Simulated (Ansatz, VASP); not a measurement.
Two plane-wave programs on TiCo

File POSCAR:

```
TiCo
1.0
   -1.5821898867     -1.5821898867     -3.6233125885
   -1.5821898867     -3.6233125885     -1.5821898867
   -3.6233125885     -1.5821898867     -1.5821898867
Co Ti
1 1
Direct
    0.0000000000      0.0000000000      0.0000000000
    0.5000000000      0.5000000000      0.5000000000
```

Contents of INCAR.step1:

```
PREC = Accurate
ENCUT = 520
ISMEAR = 0
SIGMA = 0.1
LREAL = F
LASPH = T
NELM = 80
NBANDS = 18
GGA = PE
ALGO = Normal
EDIFF = 1E-4
LWAVE = T
LCHARG = F
```

The input INCAR.step2:

```
PREC = Accurate
ENCUT = 520
EDIFF = 1E-6
ISMEAR = 0
SIGMA = 0.1
LREAL = F
LASPH = T
NELM = 80
ALGO = Normal
ISIF = 2
LWAVE = F
LCHARG = F
METAGGA = R2SCAN
LMIXTAU = T
NBANDS = 18
ISTART = 1
```

File KPOINTS:

```
Automatic mesh
0
Gamma
  18 18 18
```

Input for Ansatz:

```yaml
crystal:
  lattice:
    - [1.5821898867, 1.5821898867, 3.6233125885]
    - [1.5821898867, 3.6233125885, 1.5821898867]
    - [3.6233125885, 1.5821898867, 1.5821898867]
  atoms:
    - { symbol: Co, position: [0.0, 0.0, 0.0] }
    - { symbol: Ti, position: [0.5, 0.5, 0.5] }
basis:
  ecutwfc: 500
kpoints:
  mp_grid: { grid: [18, 18, 18] }
hamiltonian:
  xc: r2scan
scf:
  occupations: { method: gaussian, width: 0.1 }
  lower_state_search: "off"
output:
  forces: true
  stress: true
  eigenvalues: true
  write_density: true
  write_potential: true
  elf: true
  volumetric_format: npy
```

Alike in both runs: task single point; functional r2SCAN; k mesh 18 × 18 × 18; occupations gaussian, width 0.1 eV; no spin polarisation.

|  | VASP | Ansatz |
| --- | --- | --- |
| version | VASP 6.6.1 | Ansatz 0.2.0 |
| potentials or method | VASP PAW PBE potentials, release 64 (Co, Ti_sv), cutoff 520 eV | scalar-relativistic, plane waves, PAW |
| valence electrons in the cell | 21 | 29 |

|  | VASP | Ansatz | Ansatz less VASP |
| --- | --- | --- | --- |
| gap on the k mesh at the Fermi level (eV) | none | none | - |
| pressure (GPa) | -9.7 | -10.1 | -0.41 |

VASP's potentials were made for PBE, not for r2SCAN. A gap of «none» marks a metal or a gap that the smearing closes. VASP's potentials hold 21 valence electrons a cell and Ansatz's 29, so a difference there can come from the potentials and not from the codes.
